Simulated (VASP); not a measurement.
# Al47GeHN48 (a cell with a defect) in VASP: single point with PBEsol

Aim: the single point of Al47GeHN48 (a cell with a defect) with PBEsol.

Program: VASP 6.6.1. These are calculated values, not measurements. Logs are shortened: lines on timing, memory, paths and dates and some standing lists are left out, and cuts for length are marked.

## Step 1: The cell of the first run

The cell holds a defect, 97 atoms: a = 9.341 Å, b = 10.787 Å, c = 9.967 Å, α = 90.00°, β = 90.00°, γ = 90.00°.

## Step 2: Single point, PBEsol

Contents of INCAR:

```
  PREC = Accurate
  ENCUT = 520
  EDIFF = 1E-6
  ISMEAR = -1
  SIGMA = 0.05
  LREAL = Auto
  LASPH = True
  NELM = 120
  ALGO = Normal
  ISIF = 2
  LWAVE = False
  LCHARG = False
  GGA = PS
  ISYM = 0
  NBANDS = 252
  GGA_COMPAT = False
```

Contents of KPOINTS:

```
Automatic mesh
0
Gamma
  1 1 1
  0.25 0.25 0.25
```

Contents of POSCAR:

```
Al47GeHN48
1.0
    9.3414480000      0.0000000000      0.0000000000
    0.0000000000     10.7865750000      0.0000000000
    0.0000000000      0.0000000000      9.9670570000
Al N Ge H
47 48 1 1
Direct
    0.1672470000      0.0858850000      0.2479900000
    0.1660450000      0.0828080000      0.7496960000
    0.9983490000      0.3319540000      0.2465910000
    0.9990670000      0.3326740000      0.7476900000
    0.4987020000      0.0857520000      0.2480770000
    0.4998240000      0.0828200000      0.7502090000
    0.3328600000      0.3463900000      0.2484530000
    0.3306200000      0.3314140000      0.7487240000
    0.1779070000      0.5774660000      0.2511690000
    0.1654640000      0.5839570000      0.7478640000
    0.0011210000      0.8314090000      0.2483530000
    0.9995560000      0.8334030000      0.7498800000
    0.8332950000      0.0809130000      0.2481360000
    0.8334380000      0.0826240000      0.7490700000
    0.6679960000      0.3321740000      0.2441540000
    0.6698200000      0.3317020000      0.7487750000
    0.4870470000      0.5771790000      0.2485580000
    0.5002150000      0.5862620000      0.7490450000
    0.3329380000      0.8359770000      0.2470280000
    0.3328860000      0.8346270000      0.7479450000
    0.8330180000      0.5835270000      0.2479350000
    0.8333530000      0.5838620000      0.7509660000
    0.6646960000      0.8313690000      0.2482650000
    0.6666150000      0.8335900000      0.7501700000
    0.0000560000      0.1661850000      0.4985030000
    0.9992880000      0.1664490000      0.9986160000
    0.3336490000      0.1626920000      0.5003190000
    0.3330690000      0.1684260000      0.0011210000
    0.1649430000      0.4183700000      0.4995260000
    0.1645640000      0.4162730000      0.9953220000
    0.9979520000      0.6682010000      0.4995070000
    0.0011360000      0.6659440000      0.0016460000
    0.6662270000      0.1641800000      0.4990020000
    0.6669350000      0.1660940000      0.9988460000
    0.5012890000      0.4159160000      0.9955600000
    0.3305000000      0.6671740000      0.4996700000
    0.3324730000      0.6686530000      0.9956140000
    0.1659720000      0.9165300000      0.4980440000
    0.1664850000      0.9173760000      0.9993040000
    0.8355650000      0.4183320000      0.4982730000
    0.8334070000      0.4165000000      0.9988440000
    0.6703280000      0.6681160000      0.5004410000
    0.6650220000      0.6657720000      0.0017700000
    0.5001650000      0.9159940000      0.4984830000
    0.4994610000      0.9171790000      0.9993930000
    0.8330150000      0.9168200000      0.4986870000
    0.8330440000      0.9155100000      0.9997350000
    0.9982870000      0.1653400000      0.1894590000
    0.9996840000      0.1661920000      0.6890930000
    0.3330670000      0.1722270000      0.1920510000
    0.3332730000      0.1653460000      0.6903570000
    0.1584780000      0.4126460000      0.1822060000
    0.1661600000      0.4164120000      0.6895010000
    0.0033950000      0.6642160000      0.1920980000
    0.9984420000      0.6673090000      0.6905760000
    0.6679040000      0.1654960000      0.1899110000
    0.6663790000      0.1662710000      0.6890220000
    0.5076660000      0.4124710000      0.1819320000
    0.5003910000      0.4163200000      0.6889460000
    0.3327800000      0.6751090000      0.1825860000
    0.3331060000      0.6671770000      0.6897860000
    0.1659820000      0.9191390000      0.1900760000
    0.1658140000      0.9167960000      0.6890080000
    0.8330490000      0.4160400000      0.1897770000
    0.8330780000      0.4173270000      0.6882810000
    0.6618190000      0.6639180000      0.1924860000
    0.6674980000      0.6671020000      0.6907220000
    0.5000070000      0.9191030000      0.1900920000
    0.5003480000      0.9168260000      0.6893760000
    0.8328360000      0.9142830000      0.1904050000
    0.8328870000      0.9165420000      0.6898290000
    0.1667060000      0.0836400000      0.4395270000
    0.1667370000      0.0842280000      0.9403040000
    0.0001820000      0.3328270000      0.4387960000
    0.9980280000      0.3323520000      0.9368950000
    0.5001810000      0.0827840000      0.4396560000
    0.4995270000      0.0841090000      0.9406230000
    0.3352530000      0.3304910000      0.4453260000
    0.3333780000      0.3338230000      0.9372800000
    0.1626610000      0.5851490000      0.4449900000
    0.1662870000      0.5833710000      0.9375790000
    0.9992730000      0.8341770000      0.4397360000
    0.0001690000      0.8329840000      0.9407210000
    0.8328870000      0.0837860000      0.4394590000
    0.8329710000      0.0822830000      0.9396720000
    0.6647210000      0.3339860000      0.4394810000
    0.6678480000      0.3323620000      0.9369690000
    0.5033900000      0.5831580000      0.4455080000
    0.4994420000      0.5829210000      0.9377030000
    0.3334520000      0.8329530000      0.4392070000
    0.3329790000      0.8355280000      0.9373320000
    0.8331100000      0.5833120000      0.4396060000
    0.8329140000      0.5833480000      0.9415800000
    0.6663220000      0.8330820000      0.4398320000
    0.6657950000      0.8327100000      0.9408940000
    0.4993320000      0.4170000000      0.4998860000
    0.3335650000      0.5000650000      0.3116380000
```

Potentials or basis: VASP PAW PBE potentials, release 64 (Al, N, Ge_d, H).

Started as:

```console
cat potpaw_PBE.64/Al/POTCAR potpaw_PBE.64/N/POTCAR potpaw_PBE.64/Ge_d/POTCAR potpaw_PBE.64/H/POTCAR > POTCAR
mpirun -np 1 vasp_std > vasp.out
```

OUTCAR:

```text
PREC = Accurate
   ENCUT = 520
   EDIFF = 1E-6
   ISMEAR = -1
   LREAL = Auto
   LASPH = True
   NELM = 120
   ISIF = 2
   GGA = PS
   ISYM = 0

 ion  position               nearest neighbor table
   1  0.167  0.086  0.248-  48 1.89  62 1.89  50 1.89  72 1.91  28 3.04  26 3.07  25 3.07  27 3.07
                            39 3.07   3 3.09  38 3.09   5 3.10  19 3.11  13 3.12  11 3.15   7 3.21
   2  0.166  0.083  0.750-  63 1.89  51 1.89  49 1.89  73 1.90  27 3.06  39 3.06  26 3.07  25 3.08
                            38 3.08   8 3.09  28 3.09  20 3.10  14 3.11  12 3.11   4 3.11   6 3.12
   3  0.998  0.332  0.247-  52 1.85  64 1.88  48 1.89  74 1.92  26 3.05  41 3.05  40 3.08  25 3.08
                            30 3.08  15 3.09   1 3.09  29 3.11  13 3.12  21 3.12   7 3.13   9 3.14
   4  0.999  0.333  0.748-  75 1.89  49 1.89  53 1.89  65 1.89  30 3.05  40 3.06  29 3.06  25 3.06
                            16 3.08  26 3.08  41 3.08   8 3.10  14 3.11   2 3.11  22 3.12  10 3.12
   5  0.499  0.086  0.248-  68 1.89  56 1.89  50 1.89  76 1.91  28 3.04  27 3.06  34 3.06  33 3.07
                            45 3.07  15 3.09  44 3.10   1 3.10  19 3.11  13 3.13  23 3.15   7 3.21
   6  0.500  0.083  0.750-  51 1.89  69 1.89  77 1.90  57 1.90  27 3.06  45 3.06  34 3.06  33 3.07
                            44 3.09  28 3.09  20 3.10  24 3.11   8 3.11  14 3.12   2 3.12  16 3.12
   7  0.333  0.346  0.248-  97 1.77  52 1.90  58 1.90  50 1.96  78 1.97  17 2.88   9 2.88  96 3.05
                            29 3.05  35 3.06  30 3.07  28 3.12   3 3.13  15 3.13  27 3.20   1 3.21
   8  0.331  0.331  0.749-  79 1.88  51 1.88  53 1.88  59 1.93  30 3.05  28 3.07  35 3.07  27 3.07
                            29 3.07  96 3.08   2 3.09   4 3.10   6 3.11  10 3.13  16 3.17  18 3.17
   9  0.178  0.577  0.251-  97 1.78  52 1.91  60 1.92  80 1.94  54 1.97   7 2.88  17 2.89  29 3.01
[... 21 lines left out ...]
  20  0.333  0.835  0.748-  91 1.89  63 1.89  69 1.89  61 1.90  37 3.05  36 3.06  44 3.07  38 3.07
                            39 3.08  45 3.08   2 3.10   6 3.10  18 3.10  12 3.11  24 3.12  10 3.12
  21  0.833  0.584  0.248-  64 1.90  54 1.90  66 1.90  92 1.91  43 3.04  32 3.05  40 3.07  41 3.07
                            42 3.08  31 3.08  11 3.10  23 3.10  15 3.12   3 3.12   9 3.22  17 3.23
  22  0.833  0.584  0.751-  55 1.88  67 1.89  93 1.90  65 1.90  41 3.06  42 3.06  31 3.08  32 3.08
                            43 3.08  40 3.09  10 3.10  12 3.11  24 3.11  18 3.11  16 3.12   4 3.12
  23  0.665  0.831  0.248-  66 1.89  68 1.90  70 1.90  94 1.91  43 3.04  45 3.06  44 3.07  42 3.07
                            47 3.07  46 3.09  19 3.10  21 3.10  13 3.12  11 3.14   5 3.15  17 3.20
  24  0.667  0.834  0.750-  71 1.89  67 1.89  69 1.89  95 1.90  42 3.06  47 3.06  45 3.07  44 3.08
                            46 3.08  18 3.09  43 3.09  14 3.11   6 3.11  12 3.11  22 3.11  20 3.12
  25  0.000  0.166  0.499-  72 1.89  84 1.89  74 1.89  49 1.90   4 3.06   1 3.07  14 3.08   2 3.08
                            13 3.08   3 3.08  38 3.11  46 3.11  27 3.12  33 3.12  40 3.12  29 3.13
  26  0.999  0.166  0.999-  73 1.89  75 1.89  85 1.89  48 1.90   3 3.05   1 3.07   2 3.07  14 3.07
                            13 3.07   4 3.08  34 3.10  30 3.11  39 3.11  41 3.11  28 3.12  47 3.12
  27  0.334  0.163  0.500-  72 1.88  76 1.88  78 1.89  51 1.89   6 3.06   2 3.06   5 3.06   1 3.07
                             8 3.07  44 3.08  38 3.08  33 3.11  25 3.12  29 3.18   7 3.20
  28  0.333  0.168  0.001-  79 1.89  73 1.90  77 1.90  50 1.90   1 3.04   5 3.04   8 3.07   6 3.09
                             2 3.09  35 3.10  30 3.10  26 3.12  34 3.12  39 3.12  45 3.12   7 3.12
  29  0.165  0.418  0.500-  80 1.88  53 1.89  74 1.89  78 1.93   9 3.01  10 3.05   7 3.05   4 3.06
                             8 3.07  40 3.08  36 3.10   3 3.11  31 3.11  96 3.12  25 3.13  27 3.18
  30  0.165  0.416  0.995-  52 1.86  75 1.89  81 1.89  79 1.90   8 3.05   4 3.05  10 3.06   7 3.07
                             3 3.08   9 3.09  41 3.09  32 3.10  28 3.10  26 3.11  37 3.14  35 3.15
  31  0.998  0.668  0.500-  80 1.86  82 1.89  92 1.89  55 1.90  11 3.06  42 3.06  10 3.07  12 3.07
                            22 3.08  21 3.08  40 3.09  46 3.09  38 3.10  36 3.11  29 3.11   9 3.15
  32  0.001  0.666  0.002-  81 1.89  54 1.90  83 1.90  93 1.90  11 3.04  21 3.05  22 3.08  10 3.09
                            12 3.09  37 3.10  30 3.10  41 3.11  47 3.12  39 3.12   9 3.13  43 3.14
  33  0.666  0.164  0.499-  76 1.88  84 1.88  57 1.89  86 1.93   5 3.07  14 3.07   6 3.07  16 3.08
                            13 3.08  46 3.09  44 3.09  27 3.11  25 3.12  15 3.12  96 3.14  40 3.17
  34  0.667  0.166  0.999-  77 1.89  85 1.89  87 1.90  56 1.90  15 3.03   6 3.06   5 3.06  16 3.07
                            14 3.07  13 3.07  26 3.10  45 3.11  35 3.11  47 3.12  41 3.12  28 3.12
  35  0.501  0.416  0.996-  58 1.86  87 1.89  89 1.89  79 1.89  16 3.06  15 3.06   7 3.06  17 3.07
[... 353 lines left out ...]
   PSTRESS=    0.0 pullay stress
   NELECT =     396.0000    total number of electrons
   NUPDOWN=      -1.0000    fix difference up-down
   EMIN   =  10.00;   EMAX   =-10.00  energy-range for DOS
   EFERMI =   0.00;   METHOD = LEGACY
   ISMEAR =    -1;   SIGMA  =   0.05  broadening in eV -4-tet -1-fermi 0-gaus
   EFERMI_NEDOS =   21; number of points for ismear=-14 and -15
   IALGO  =     38    algorithm
   IMIX   =      4    mixing-type and parameters
     AMIX     =   0.40;   BMIX     =  1.00
     AMIX_MAG =   1.60;   BMIX_MAG =  1.00
  volume/ion in A,a.u.               =      10.35        69.87
  Fermi-wavevector in a.u.,A,eV,Ry     =   1.200471  2.268561 19.607771  1.441131
  Thomas-Fermi vector in A             =   2.336306
   LORBIT       =      0    0 simple, 1 ext, 2 COOP (PROOUT), +10 PAW based schemes
   GGA     = PS    functional components
   LHFCALC =     F    Hartree Fock is set to
   AEXX    =    0.0000 exact exchange contribution
   IVDW    =     0    specifies the selected vdW correction
   LEPSILON=     F    determine dielectric tensor
   LRPA    =     F    only Hartree local field effects (RPA)
 non-spin polarized calculation
  energy-cutoff  :      520.00
  volume of cell :     1004.30
 maximum number of plane-waves:     27045
 NGX is ok and might be reduce to    70
   NGX = 35   NGY = 41   NGZ = 37

 number of electron     395.9999991 magnetization

 Free energy of the ion-electron system (eV)
  ---------------------------------------------------
  ext. energy  EPLUGINS =         0.00000000
  ---------------------------------------------------
  free energy    TOTEN  =      -750.99664896 eV

  energy without entropy =     -750.99664896  energy(sigma->0) =     -750.99664896

 E-fermi :   8.5277     XC(G=0): -11.1443

 val. band max:        7.2509279260   @ k =  -0.2500   0.2500  -0.2500
 cond. band min:      10.6643341951   @ k =  -0.2500   0.2500  -0.2500
 fundamental gap:      3.4134062690
 Fermi energy:         8.5276754211

 k-point     1 :       0.2500    0.2500    0.2500
  band No.  band energies     occupation
      1     -17.6871      2.00000
      2     -17.6690      2.00000
      3     -17.6654      2.00000
      4     -17.5756      2.00000
      5     -17.5642      2.00000
      6      -9.4140      2.00000
[... 841 lines left out ...]
    209      11.7979      0.00000
    210      11.8758      0.00000
 [bands above 210 left out]

------------------------ aborting loop because EDIFF is reached ----------------------------------------

  FORCE on cell =-STRESS in cart. coord.  units (eV):
  Direction    XX          YY          ZZ          XY          YZ          ZX
  --------------------------------------------------------------------------------------
  -------------------------------------------------------------------------------------
  Total        2.5531772      2.1773423      9.0566025     -0.3898045     -0.0676089      0.1305685
  in kB        4.0731165      3.4735423     14.4481146     -0.6218601     -0.1078574      0.2082977
  external PRESSURE =       7.3315911 kB  Pullay stress =       0.0000000 kB

 VOLUME and BASIS-vectors are now :
 -----------------------------------------------------------------------------
  energy-cutoff  :      520.00
  volume of cell :     1004.30
      direct lattice vectors                 reciprocal lattice vectors
     9.341448000  0.000000000  0.000000000     0.107049785  0.000000000  0.000000000
     0.000000000 10.786575000  0.000000000     0.000000000  0.092707834  0.000000000
     0.000000000  0.000000000  9.967057000     0.000000000  0.000000000  0.100330519

 POSITION                                       TOTAL-FORCE (eV/Angst)
 -----------------------------------------------------------------------------------
      1.56233      0.92640      2.47173         0.001821      0.007750      0.005456
      1.55110      0.89321      7.47226         0.024119      0.012440     -0.003355
      9.32603      3.58065      2.45779         0.023011      0.004998     -0.012500
      9.33273      3.58841      7.45227         0.019280      0.017411      0.004173
      4.65860      0.92497      2.47260        -0.007345     -0.000799      0.013509
      4.66908      0.89334      7.47738        -0.012390      0.004766     -0.013371
[... 89 lines left out ...]
      4.66448      4.49800      4.98239        -0.024489      0.001503     -0.025179
      3.11598      5.39399      3.10611         0.009731     -0.025239      0.008028
 -----------------------------------------------------------------------------------
    total drift:                               -0.002728     -0.006238     -0.006701

  FREE ENERGIE OF THE ION-ELECTRON SYSTEM (eV)
  ---------------------------------------------------
  free  energy   TOTEN  =      -750.9966489569 eV

  energy  without entropy=     -750.9966489568  energy(sigma->0) =     -750.99664896
```

Run time: 64 min. Hardware: 1 thread of Intel Xeon 8259CL, shared host; peak memory 1.3 GiB.

What came out:

```yaml
Free_energy: -750.9966 eV
Pressure: 0.7 GPa
Largest_force: 0.035 eV/Å
Band_gap_on_the_k_mesh: 3.41 eV
```

Forces on the atoms (eV/Å):
```
Al   0.002  0.008  0.005
Al   0.024  0.012 -0.003
Al   0.023  0.005 -0.013
Al   0.019  0.017  0.004
Al  -0.007 -0.001  0.014
Al  -0.012  0.005 -0.013
Al   0.001  0.025  0.004
Al  -0.005  0.001  0.005
Al   0.007 -0.004  0.007
Al   0.002  0.003 -0.005
Al   0.022  0.006  0.002
Al   0.016 -0.020  0.000
Al   0.004  0.008  0.004
Al  -0.008  0.016 -0.007
Al  -0.004  0.007 -0.005
Al  -0.006  0.005  0.009
Al  -0.027 -0.006 -0.008
Al  -0.014 -0.008  0.000
Al  -0.008 -0.009  0.003
Al  -0.005 -0.017  0.000
Al   0.011 -0.010 -0.014
Al   0.014  0.001  0.007
Al  -0.010  0.012 -0.004
Al  -0.007 -0.005 -0.001
Al   0.009  0.002 -0.022
Al   0.014  0.018  0.016
Al   0.003  0.003  0.006
Al  -0.012  0.018 -0.004
Al   0.014  0.006 -0.015
Al   0.005  0.009  0.015
Al   0.018 -0.004  0.014
Al   0.019 -0.019 -0.017
Al  -0.015 -0.004 -0.006
Al  -0.008  0.014  0.003
Al  -0.018 -0.006  0.021
Al  -0.014 -0.010 -0.007
Al  -0.018 -0.011  0.011
Al   0.015 -0.001 -0.012
Al   0.019 -0.013  0.005
Al  -0.001 -0.011 -0.009
Al   0.007 -0.010  0.002
Al   0.001 -0.002  0.004
Al  -0.012 -0.023 -0.010
Al  -0.021  0.009 -0.007
Al  -0.026 -0.009  0.005
Al  -0.003  0.002 -0.013
Al   0.001 -0.006  0.005
N   -0.018 -0.010 -0.005
N   -0.013 -0.011  0.004
N    0.006 -0.017 -0.001
N    0.002 -0.008  0.002
N   -0.003  0.008  0.002
N   -0.013 -0.011  0.008
N   -0.029  0.017  0.003
N   -0.023  0.011 -0.008
N    0.010 -0.009 -0.005
N    0.009 -0.001  0.005
N    0.013  0.002  0.002
N    0.015 -0.001 -0.009
N    0.007  0.010 -0.006
N    0.014  0.005  0.007
N   -0.014 -0.002  0.004
N   -0.012  0.010  0.005
N   -0.004  0.011  0.015
N   -0.012  0.002 -0.007
N    0.013  0.009  0.001
N    0.009  0.007 -0.008
N    0.020  0.001 -0.001
N    0.017  0.004  0.006
N   -0.010 -0.010 -0.003
N    0.000  0.006  0.003
N   -0.011 -0.004  0.003
N   -0.008 -0.006 -0.004
N   -0.024 -0.010  0.014
N   -0.020 -0.017 -0.008
N    0.016 -0.004 -0.006
N    0.017 -0.004  0.001
N    0.011 -0.001  0.020
N    0.016 -0.006 -0.008
N    0.002  0.002 -0.010
N   -0.005  0.009 -0.002
N   -0.021  0.009  0.000
N   -0.016  0.014  0.001
N    0.002 -0.007  0.007
N   -0.004 -0.014 -0.008
N    0.003  0.006  0.006
N    0.009 -0.005 -0.003
N    0.012 -0.011  0.012
N    0.020  0.005 -0.004
N    0.009  0.011  0.005
N    0.009  0.014 -0.006
N   -0.012  0.009 -0.008
N   -0.007  0.009  0.010
N    0.017 -0.004  0.004
N    0.013  0.005  0.003
Ge  -0.024  0.002 -0.025
H    0.010 -0.025  0.008
```

Stress tensor (GPa, compression positive):
```
 0.41 -0.06  0.02
-0.06  0.35 -0.01
 0.02 -0.01  1.44
```

Levels at points of the mesh, in eV from the valence-band top:
| k point | band 196 | band 197 | band 198 | band 199 | band 200 | band 201 |
| --- | --- | --- | --- | --- | --- | --- |
| (0.25, 0.25, 0.25) | -1.39 | -1.36 | 0.00 | 3.42 | 3.81 | 3.93 |

Caveat: the PAW data sets were made with another functional, which shifts forces and pressure a little.
